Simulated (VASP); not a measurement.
ZnSe: electric field gradients with LDA

The system is ZnSe.

```
CELL_PARAMETERS angstrom
0.00000 2.82432 2.82432
2.82432 0.00000 2.82432
2.82432 2.82432 0.00000
ATOMIC_POSITIONS crystal
Zn 0.00000 0.00000 0.00000
Se 0.75000 0.75000 0.75000
```

```yaml
Program: VASP 6.6.1
Task: electric field gradients
Functional: LDA
Potentials_or_basis: VASP PAW LDA potentials, release 64 (Zn, Se)
Cutoff: 520 eV
k_mesh: 8 × 8 × 8
Occupations: fermi-dirac, width 0.03 eV
Spin: no spin polarisation
Dipole_correction: no
Further_INCAR_settings: ALGO = Normal; EDIFF = 1e-08; NBANDS = 16
```

| Quantity | Value |
| --- | --- |
| Pressure | -2.5 GPa |
| Band gap on the k mesh | 1.11 eV |
| Largest electric field gradient by atom | zero within the noise of the run |

Levels at points of the mesh, in eV from the valence-band top:
```
           k point  band 6  band 7  band 8  band 9  band 10  band 11  band 12  band 13
(0.00, 0.00, 0.00)   -6.35    0.00    0.00    0.00     1.11     5.70     5.70     5.70
(0.50, 0.00, 0.00)   -6.18   -5.36   -0.89   -0.89     2.39     6.28     6.28     8.38
(0.50, 0.50, 0.00)   -6.16   -4.87   -2.24   -2.24     2.78     3.32    10.59    11.15
```

It took 40 s on 1 thread of Intel Xeon 8259CL (shared host), peak memory 0.16 GiB.
